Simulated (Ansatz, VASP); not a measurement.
# One calculation of NaI, two programs

```xyz
2
Lattice="3.9795 0.0000 0.0000 0.0000 3.9795 0.0000 0.0000 0.0000 3.9795" Properties=species:S:1:pos:R:3 pbc="T T T"
Na    0.0000    0.0000    0.0000
I     1.9897    1.9897    1.9897
```

Alike in both runs: task single point; functional PBE; k mesh 6 × 6 × 6; no spin polarisation.

|  | VASP | Ansatz |
| --- | --- | --- |
| version | VASP 6.6.1 | Ansatz 0.2.0 |
| potentials or method | VASP PAW PBE potentials, release 64 (Na_pv, I) | plane waves, PAW |
| plane-wave cutoff (eV) | 520 | 420 |
| occupations | gaussian, width 0.01 eV | fixed |
| valence electrons in the cell | 14 | 26 |

|  | VASP | Ansatz | Ansatz less VASP |
| --- | --- | --- | --- |
| gap on the k mesh at the Fermi level (eV) | 2.37 | 2.37 | +0.003 |
| pressure (GPa) | 1.2 | 1.2 | -0.01 |

VASP's potentials hold 14 valence electrons a cell and Ansatz's 26, so a difference there can come from the potentials and not from the codes.

Spin-orbit coupling is off throughout.
